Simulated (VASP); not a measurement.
# Al16In in VASP: a series of runs

Runs on Al16In. Level: PBE. Tasks: single point.

All numbers are computed with VASP 6.6.1; they aren't measurements. Logs are shortened: lines on timing, memory, paths and dates and some standing lists are left out, and cuts for length are marked.

### Step 1. The cell of the first run

The cell holds a slab with vacuum, 17 atoms: a = 8.100 Å, b = 5.728 Å, c = 15.296 Å, α = 90.00°, β = 90.00°, γ = 90.00°.

### Step 2. Single point, PBE

Input file INCAR:

```
ALGO = Normal ; EDIFF = 1E-6
ENCUT = 520 ; GGA = PE
ISIF = 2 ; ISMEAR = -1
LASPH = True ; LCHARG = True
LELF = True ; LREAL = Auto
LVHAR = True ; LWAVE = False
NBANDS = 44 ; NELM = 80
PREC = Accurate ; SIGMA = 0.15
```

Input file KPOINTS:

```
k-points
0
Gamma
  2 3 1
```

Input file POSCAR:

```
Al16In
1.0
    8.1000000000      0.0000000000      0.0000000000
    0.0000000000      5.7275650000      0.0000000000
    0.0000000000      0.0000000000     15.2956740000
Al In
16 1
Direct
    0.2500000000      0.2500015277      0.0653779624
    0.7500000000      0.2500015277      0.0653779624
    0.2500000000      0.7500045831      0.0653779624
    0.7500000000      0.7500045831      0.0653779624
    0.0294691358      0.0386027919      0.1492121236
    0.4994320988      0.0490609884      0.1513434452
    0.0011851852      0.4645778791      0.1413013902
    0.5027283951      0.4807278486      0.1460347547
    0.2590123457      0.2730828895      0.2695598769
    0.7301604938      0.2968277095      0.2666897843
    0.2560740741      0.8318369150      0.2407870356
    0.7351234568      0.7527457131      0.2478870823
   -0.0068024691      0.0029681025      0.3215811216
    0.5090740741      0.0123787334      0.3367684222
   -0.0534444444      0.5366678510      0.3695620082
    0.4798888889      0.5050488297      0.3377229405
    0.2560987654      0.8896799949      0.4561878084
```

Potentials or basis: VASP PAW PBE potentials, release 64 (Al, In_d).

Launch:

```
$ cat potpaw_PBE.64/Al/POTCAR potpaw_PBE.64/In_d/POTCAR > POTCAR
$ mpirun -np 1 vasp_std > vasp.out
```

OUTCAR:

```text
EDIFF = 1E-6
   ENCUT = 520
   GGA = PE
   ISIF = 2
   ISMEAR = -1
   LASPH = True
   LREAL = Auto
   NELM = 80
   PREC = Accurate

 ion  position               nearest neighbor table
   1  0.250  0.250  0.065-   5 2.51   7 2.63   6 2.67   8 2.73   3 2.86   3 2.86   9 3.13
   2  0.750  0.250  0.065-   7 2.65   6 2.68   8 2.70   4 2.86   4 2.86   5 2.87  10 3.10
   3  0.250  0.750  0.065-  11 2.72   5 2.75   7 2.84   8 2.84   1 2.86   1 2.86   6 2.96
   4  0.750  0.750  0.065-  12 2.79   8 2.81   7 2.86   2 2.86   2 2.86   6 2.96   5 3.08
   5  0.029  0.039  0.149-   7 2.45   1 2.51  11 2.59  13 2.66   3 2.75   2 2.87   9 2.94   4 3.08
                            12 3.26   7 3.30  10 3.36
   6  0.499  0.049  0.151-   8 2.47   1 2.67   2 2.68  11 2.70  14 2.85  10 2.94  12 2.95   9 2.95
                             3 2.96   4 2.96   8 3.26
   7  0.001  0.465  0.141-   5 2.45   1 2.63   2 2.65   3 2.84   4 2.86   9 3.07  10 3.07  12 3.17
                             5 3.30  11 3.32
   8  0.503  0.481  0.146-   6 2.47   2 2.70   1 2.73  10 2.81   4 2.81   3 2.84  12 2.90  16 2.94
                             9 2.98  11 3.18   6 3.26
   9  0.259  0.273  0.270-  16 2.46  11 2.57  14 2.72  13 2.77   5 2.94   6 2.95   8 2.98   7 3.07
                             1 3.13  11 3.23  15 3.32  17 3.60
  10  0.730  0.297  0.267-  16 2.59  12 2.63  14 2.65  15 2.73   8 2.81  13 2.84   6 2.94   7 3.07
                             2 3.10  12 3.13   5 3.36
  11  0.256  0.832  0.241-   9 2.57   5 2.59  13 2.65   6 2.70   3 2.72  14 2.72  16 3.00   8 3.18
                             9 3.23  17 3.31   7 3.32
  12  0.735  0.753  0.248-  10 2.63  14 2.72  13 2.77   4 2.79  15 2.82  16 2.86   8 2.90   6 2.95
                            10 3.13   7 3.17   5 3.26
  13  0.993  0.003  0.322-  11 2.65   5 2.66   9 2.77  12 2.77  15 2.80  10 2.84  17 3.03  15 3.17

  14  0.509  0.012  0.337-  10 2.65   9 2.72  12 2.72  11 2.72  16 2.83  17 2.83   6 2.85  16 2.92

  15  0.947  0.537  0.370-  10 2.73  13 2.80  12 2.82  13 3.17   9 3.32  17 3.48
  16  0.480  0.505  0.338-   9 2.46  10 2.59  14 2.83  12 2.86  14 2.92   8 2.94  11 3.00  17 3.38

  17  0.256  0.890  0.456-  14 2.83  13 3.03  11 3.31  16 3.38  15 3.48   9 3.60

  LATTYP: Found a simple orthorhombic cell.
 ALAT       =     5.7275650000
 B/A-ratio  =     1.4142135445
 C/A-ratio  =     2.6705369559

  Lattice vectors:

 A1 = (   0.0000000000,  -5.7275650000,   0.0000000000)
 A2 = (   8.1000000000,   0.0000000000,   0.0000000000)
 A3 = (   0.0000000000,   0.0000000000,  15.2956740000)

Analysis of symmetry for initial positions (statically):
=====================================================================
 Subroutine PRICEL returns:
 Original cell was already a primitive cell.

 Routine SETGRP: Setting up the symmetry group for a
 simple orthorhombic supercell.

 Subroutine GETGRP returns: Found  1 space group operations
 (whereof  1 operations were pure point group operations)
 out of a pool of  8 trial point group operations.

The static configuration has the point symmetry C_1 .

Analysis of symmetry for dynamics (positions and initial velocities):
=====================================================================
 Subroutine PRICEL returns:
 Original cell was already a primitive cell.

 Routine SETGRP: Setting up the symmetry group for a
 simple orthorhombic supercell.

 Subroutine GETGRP returns: Found  1 space group operations
 (whereof  1 operations were pure point group operations)
 out of a pool of  8 trial point group operations.

The dynamic configuration has the point symmetry C_1 .

 Subroutine INISYM returns: Found  1 space group operations
 (whereof  1 operations are pure point group operations),
 and found     1 'primitive' translations

----------------------------------------------------------------------------------------

                                     Primitive cell

  volume of cell :     709.6164

  direct lattice vectors                    reciprocal lattice vectors
     8.100000000  0.000000000  0.000000000     0.123456790  0.000000000  0.000000000
     0.000000000  5.727565000  0.000000000     0.000000000  0.174594265  0.000000000
     0.000000000  0.000000000 15.295674000     0.000000000  0.000000000  0.065377962

  length of vectors
     8.100000000  5.727565000 15.295674000     0.123456790  0.174594265  0.065377962

  position of ions in fractional coordinates (direct lattice)
     0.250000000  0.250001528  0.065377962
     0.750000000  0.250001528  0.065377962
     0.250000000  0.750004583  0.065377962
     0.750000000  0.750004583  0.065377962
     0.029469136  0.038602792  0.149212124
     0.499432099  0.049060988  0.151343445
[... 9 lines left out ...]
     0.479888889  0.505048830  0.337722941
     0.256098765  0.889679995  0.456187808

  ion indices of the primitive-cell ions
   primitive index   ion index
                 1           1
                 2           2
                 3           3
                 4           4
                 5           5
                 6           6
[... 9 lines left out ...]
                16          16
                17          17

----------------------------------------------------------------------------------------

 KPOINTS: k-points

Automatic generation of k-mesh.
 Grid dimensions read from file:
 generate k-points for:    2    3    1

 Generating k-lattice:

  Cartesian coordinates                     Fractional coordinates (reciprocal lattice)
     0.061728395  0.000000000  0.000000000     0.500000000  0.000000000  0.000000000
     0.000000000  0.058198088  0.000000000     0.000000000  0.333333333  0.000000000
     0.000000000  0.000000000  0.065377962     0.000000000  0.000000000  1.000000000

  Length of vectors
     0.061728395  0.058198088  0.065377962

  Shift w.r.t. Gamma in fractional coordinates (k-lattice)
     0.000000000  0.000000000  0.000000000

 Subroutine IBZKPT returns following result:
 ===========================================

 Found      4 irreducible k-points:

 Following reciprocal coordinates:
            Coordinates               Weight
  0.000000  0.000000  0.000000      1.000000
  0.500000  0.000000  0.000000      1.000000
  0.000000  0.333333  0.000000      2.000000
  0.500000  0.333333  0.000000      2.000000
   k-points           NKPTS =      4   k-points in BZ     NKDIM =      4   number of bands    NBANDS=     44
   number of dos      NEDOS =    301   number of ions     NIONS =     17
   total plane-waves  NPLWV = 345600
   dimension x,y,z NGX =    60 NGY =   48 NGZ =  120
   dimension x,y,z NGXF=   120 NGYF=   96 NGZF=  240
   ions per type =              16   1
   NGX,Y,Z   is equivalent  to a cutoff of  12.31, 13.93, 13.04 a.u.
   NGXF,Y,Z  is equivalent  to a cutoff of  24.63, 27.86, 26.09 a.u.
 SYSTEM =  unknown system
   PREC   = accura    normal or accurate (medium, high low for compatibility)
   ISTART =      0    job   : 0-new  1-cont  2-samecut
   ICHARG =      2    charge: 1-file 2-atom 10-const
   ISPIN  =      1    spin polarized calculation?
   LNONCOLLINEAR =      F non collinear calculations
   LSORBIT =      F    spin-orbit coupling
   LASPH  =      T    aspherical Exc in radial PAW
   ENCUT  =  520.0 eV  38.22 Ry    6.18 a.u.  15.06 10.65 28.44*2*pi/ulx,y,z
   NELM   =     80;   NELMIN=  2; NELMDL= -5     # of ELM steps
   EDIFF  = 0.1E-05   stopping-criterion for ELM
   LREAL  =      T    real-space projection
   EDIFFG = 0.1E-04   stopping-criterion for IOM
   NSW    =      0    number of steps for IOM
   IBRION =     -1    ionic relax: 0-MD 1-quasi-New 2-CG
   NFREE  =      0    steps in history (QN), initial steepest desc. (CG)
   ISIF   =      2    stress and relaxation
   ISYM   =      2    0-nonsym 1-usesym 2-fastsym
   POTIM  = 0.5000    time-step for ionic-motion
   TEBEG  =    0.0;   TEEND  =   0.0 temperature during run
   PSTRESS=    0.0 pullay stress
   NELECT =      61.0000    total number of electrons
   NUPDOWN=      -1.0000    fix difference up-down
   EMIN   =  10.00;   EMAX   =-10.00  energy-range for DOS
   EFERMI =   0.00;   METHOD = LEGACY
   ISMEAR =    -1;   SIGMA  =   0.15  broadening in eV -4-tet -1-fermi 0-gaus
   EFERMI_NEDOS =   21; number of points for ismear=-14 and -15
   IALGO  =     38    algorithm
   IMIX   =      4    mixing-type and parameters
     AMIX     =   0.40;   BMIX     =  1.00
     AMIX_MAG =   1.60;   BMIX_MAG =  1.00
  volume/ion in A,a.u.               =      41.74       281.69
  Fermi-wavevector in a.u.,A,eV,Ry     =   0.722509  1.365345  7.102513  0.522020
  Thomas-Fermi vector in A             =   1.812490
   LORBIT       =      0    0 simple, 1 ext, 2 COOP (PROOUT), +10 PAW based schemes
   GGA     = PE    functional components
   LHFCALC =     F    Hartree Fock is set to
   AEXX    =    0.0000 exact exchange contribution
   IVDW    =     0    specifies the selected vdW correction
   LEPSILON=     F    determine dielectric tensor
   LRPA    =     F    only Hartree local field effects (RPA)
 non-spin polarized calculation
  energy-cutoff  :      520.00
  volume of cell :      709.62
 maximum number of plane-waves:     19139
   NGX = 31   NGY = 21   NGZ = 57

 number of electron      61.0000001 magnetization

 Free energy of the ion-electron system (eV)
  ---------------------------------------------------
  ext. energy  EPLUGINS =         0.00000000
  ---------------------------------------------------
  free energy    TOTEN  =       -55.26716342 eV

  energy without entropy =      -54.63445387  energy(sigma->0) =      -54.95080865

 E-fermi :   0.9146     XC(G=0):  -5.5300

 val. band max:        0.8621144541   @ k =   0.0000   0.0000   0.0000
 cond. band min:       0.9357813550   @ k =   0.5000   0.0000   0.0000
 fundamental gap:      0.0736669008
 Fermi energy:         0.9145849832

 k-point     1 :       0.0000    0.0000    0.0000
  band No.  band energies     occupation
      1     -13.5215      2.00000
      2     -13.5147      2.00000
      3     -13.5047      2.00000
      4     -13.4905      2.00000
      5     -13.4801      2.00000
      6      -9.2045      2.00000
[... 34 lines left out ...]
     41       3.1745      0.00000
     42       3.2022      0.00000
[... 93 lines left out ...]
      1     -13.5213      2.00000
      2     -13.5145      2.00000
      3     -13.5048      2.00000
      4     -13.4908      2.00000
      5     -13.4800      2.00000
      6      -8.4110      2.00000
[... 34 lines left out ...]
     41       3.5494      0.00000
     42       3.6548      0.00000
 [bands above 42 left out]

------------------------ aborting loop because EDIFF is reached ----------------------------------------

  FORCE on cell =-STRESS in cart. coord.  units (eV):
  Direction    XX          YY          ZZ          XY          YZ          ZX
  --------------------------------------------------------------------------------------
  -------------------------------------------------------------------------------------
  Total        4.7587067      0.6225485     -2.8394130      0.8811330     -0.9092241     -1.0588299
  in kB       10.7442439      1.4055946     -6.4108481      1.9894287     -2.0528529     -2.3906342
  external PRESSURE =       1.9129968 kB  Pullay stress =       0.0000000 kB

 VOLUME and BASIS-vectors are now :
 -----------------------------------------------------------------------------
  energy-cutoff  :      520.00
  volume of cell :      709.62
      direct lattice vectors                 reciprocal lattice vectors
     8.100000000  0.000000000  0.000000000     0.123456790  0.000000000  0.000000000
     0.000000000  5.727565000  0.000000000     0.000000000  0.174594265  0.000000000
     0.000000000  0.000000000 15.295674000     0.000000000  0.000000000  0.065377962

 POSITION                                       TOTAL-FORCE (eV/Angst)
 -----------------------------------------------------------------------------------
      2.02500      1.43190      1.00000         0.615819      0.390714     -0.338630
      6.07500      1.43190      1.00000         0.246159     -0.205969      0.054730
      2.02500      4.29570      1.00000         0.104520     -0.103897      0.113188
      6.07500      4.29570      1.00000         0.178451      0.090834      0.358011
      0.23870      0.22110      2.28230        -1.154284     -1.516956     -0.031668
      4.04540      0.28100      2.31490         0.176657     -1.474903      0.192304
[... 9 lines left out ...]
      3.88710      2.89270      5.16570         0.365719      1.149283      0.417609
      2.07440      5.09570      6.97770        -0.305049     -0.256526     -0.096216
 -----------------------------------------------------------------------------------
    total drift:                                0.006651     -0.011284     -0.000005

  FREE ENERGIE OF THE ION-ELECTRON SYSTEM (eV)
  ---------------------------------------------------
  free  energy   TOTEN  =       -55.2671634239 eV

  energy  without entropy=      -54.6344538747  energy(sigma->0) =      -54.95080865
```

Wall time 1.9 min (1 thread of Intel Xeon 6975P-C (Granite Rapids), shared host); peak memory 0.68 GiB.

What came out:

```
Free energy            : -55.2672 eV
Largest force          : 1.952 eV/Å
Band gap on the k mesh : zero (an odd number of electrons rules out a gap without spin polarisation)
```

Forces on the atoms (eV/Å):
```
Al   0.616  0.391 -0.339
Al   0.246 -0.206  0.055
Al   0.105 -0.104  0.113
Al   0.178  0.091  0.358
Al  -1.154 -1.517 -0.032
Al   0.177 -1.475  0.192
Al  -0.145  1.836  0.645
Al  -0.240  1.641  0.296
Al  -1.192  0.543 -0.856
Al   0.740 -0.749 -0.688
Al   0.213 -1.628  0.162
Al   0.104  0.352 -0.240
Al  -0.403  0.321  0.390
Al   0.203 -0.210  0.018
Al   0.492 -0.178 -0.397
Al   0.366  1.149  0.418
In  -0.305 -0.257 -0.096
```

Caveat: the k points lie up to 0.39 Å⁻¹ apart, too coarse for converged energies and pressures of a metal; spin-orbit coupling is left out, which moves the levels of the heavy elements.

### Step 3. Single point, PBE

Input file INCAR:

```
SYSTEM = Al16In
PREC = Accurate ; ENCUT = 520
EDIFF = 1E-6 ; ISMEAR = -1
SIGMA = 0.15 ; LREAL = Auto
LASPH = .True. ; NELM = 80
ALGO = Normal ; ISIF = 2
LWAVE = .False. ; LCHARG = .False.
GGA = PE ; NBANDS = 44
```

Input file KPOINTS:

```
Automatic mesh
0
Gamma
  2 3 1
  0 0 0
```

Input file POSCAR:

```
Al16In
1.0
    8.1000000000      0.0000000000      0.0000000000
    0.0000000000      5.7275650000      0.0000000000
    0.0000000000      0.0000000000     15.2956740000
Al In
16 1
Direct
    0.2500000000      0.2500015277      0.0653779624
    0.7500000000      0.2500015277      0.0653779624
    0.2500000000      0.7500045831      0.0653779624
    0.7500000000      0.7500045831      0.0653779624
   -0.0070493827      0.0061457181      0.1447664222
    0.4974814815      0.0599731299      0.1728201059
    0.0161851852      0.5896222915      0.1982194443
    0.4864938272      0.5891858058      0.1733169784
    0.2316913580      0.3035670481      0.2603938865
    0.7762345679      0.2912232336      0.2375181375
    0.2634444444      0.7450984843      0.2690499288
    0.7663703704      0.8126839241      0.2509402332
   -0.0235432099      0.0459706699      0.3465816544
    0.5301358025      0.0268351385      0.3508116086
   -0.0570370370      0.5210242049      0.3755637051
    0.5395432099      0.5378725514      0.3603175643
    0.2471851852      0.9397536300      0.4590121364
```

Potentials or basis: VASP PAW PBE potentials, release 64 (Al, In_d).

Launch:

```
$ cat potpaw_PBE.64/Al/POTCAR potpaw_PBE.64/In_d/POTCAR > POTCAR
$ mpirun -np 1 vasp_std > vasp.out
```

Wall time 2 min (1 thread of Intel Xeon 6975P-C (Granite Rapids), shared host); peak memory 0.67 GiB.

It converged, with:

```yaml
Free_energy: -55.1490 eV
Largest_force: 2.020 eV/Å
Band_gap_on_the_k_mesh: zero (an odd number of electrons rules out a gap without spin polarisation)
```

Forces in eV/Å, atoms in the order of the input:
```
Al   0.041  0.370  0.566
Al  -0.265  0.354 -0.147
Al  -0.078 -0.072  0.471
Al  -0.202 -0.271  0.343
Al   0.544  0.983  0.058
Al  -0.247  0.356 -0.416
Al  -0.435 -1.179 -1.294
Al   1.055 -1.131 -0.457
Al   0.541 -1.335  0.169
Al  -0.588  0.420  0.548
Al   0.298  1.749  0.966
Al  -1.116 -0.409  0.151
Al   0.403 -0.010 -0.144
Al  -0.021  0.509 -0.251
Al  -0.004  0.154 -0.224
Al   0.134 -0.409 -0.420
In  -0.060 -0.080  0.081
```

Levels at points of the mesh, in eV from the Fermi level:
```csv
k point,band 27,band 28,band 29,band 30,band 31,band 32,band 33,band 34,band 35,band 36
"(0.00, 0.00, 0.00)",-1.12,-0.82,-0.63,-0.54,-0.38,-0.23,0.42,0.73,0.86,1.38
"(0.50, 0.00, 0.00)",-0.83,-0.74,-0.61,-0.44,-0.28,-0.12,0.09,0.18,0.78,1.07
```

Caveat: the k points lie up to 0.39 Å⁻¹ apart, too coarse for converged energies and pressures of a metal; spin-orbit coupling is left out, which moves the levels of the heavy elements.

### Step 4. Single point, PBE

Input file INCAR:

```
PREC = Accurate ; ENCUT = 520
EDIFF = 1E-6 ; ISMEAR = -1
SIGMA = 0.15 ; LREAL = Auto
LASPH = True ; NELM = 60
ALGO = Normal ; ISIF = 2
LWAVE = False ; LCHARG = False
GGA = PE ; NBANDS = 44
```

Input file KPOINTS:

```
regular mesh
0
Gamma
  2 3 1
```

Input file POSCAR:

```
Al16In
1.0
    8.1000000000      0.0000000000      0.0000000000
    0.0000000000      5.7275650000      0.0000000000
    0.0000000000      0.0000000000     15.2956740000
Al In
16 1
Direct
    0.2500000000      0.2500015277      0.0653779624
    0.7500000000      0.2500015277      0.0653779624
    0.2500000000      0.7500045831      0.0653779624
    0.7500000000      0.7500045831      0.0653779624
   -0.0007407407      0.1302473215      0.1782399390
    0.4684938272     -0.0528147651      0.1057096274
    0.0066913580      0.6472733177      0.1748533605
    0.4448271605      0.4666380914      0.1713752529
    0.2683209877      0.1344725027      0.2543856518
    0.7534938272      0.4115012226      0.2479524603
    0.2727777778      0.7129033018      0.2789285389
    0.7046172840      0.8426617594      0.2262665901
   -0.0469135802      0.1482654496      0.3882012653
    0.5783827160      0.0426359195      0.3463136047
   -0.2370370370      0.5631188821      0.4133717808
    0.4134320988      0.4524959560      0.3867106477
    0.2071851852      0.9193435605      0.4979577886
```

Launch:

```
$ cat potpaw_PBE.64/Al/POTCAR potpaw_PBE.64/In_d/POTCAR > POTCAR
$ mpirun -np 1 vasp_std > vasp.out
```

Wall time 1.8 min (1 thread of Intel Xeon 6975P-C (Granite Rapids), shared host); peak memory 0.67 GiB.

Results (log left out):

| Quantity | Value |
| --- | --- |
| Free energy | -52.3336 eV |
| Largest force | 4.144 eV/Å |
| Band gap on the k mesh | zero (an odd number of electrons rules out a gap without spin polarisation) |

Forces in eV/Å, atoms in the order of the input:
```
Al  -1.032  0.336 -0.224
Al  -0.218  0.267  0.369
Al  -3.202 -2.087 -0.744
Al   0.213 -0.393 -0.687
Al  -1.216  0.002 -0.389
Al   3.387  1.810  1.555
Al  -0.117 -0.218  0.020
Al   1.535 -0.043 -0.183
Al   0.663  1.145  0.524
Al  -0.016 -1.261 -0.157
Al  -0.572 -0.282 -0.097
Al   0.758  0.243 -0.088
Al  -0.248  0.224 -0.725
Al  -0.643  0.719  1.203
Al  -0.244  0.238 -0.181
Al   0.691 -0.554  0.318
In   0.261 -0.146 -0.515
```

Levels at points of the mesh, in eV from the Fermi level:
```tsv
k point	band 28	band 29	band 30	band 31	band 32	band 33	band 34	band 35
(0.00, 0.00, 0.00)	-0.83	-0.49	-0.35	-0.09	0.03	0.16	0.65	0.76
(0.50, 0.00, 0.00)	-0.73	-0.59	-0.28	-0.18	0.01	0.22	0.37	0.50
```

Caveat: the k points lie up to 0.39 Å⁻¹ apart, too coarse for converged energies and pressures of a metal; the atoms stand as in a frame of molecular dynamics; spin-orbit coupling is left out, which moves the levels of the heavy elements.

(Continued in part 2 of 2.)
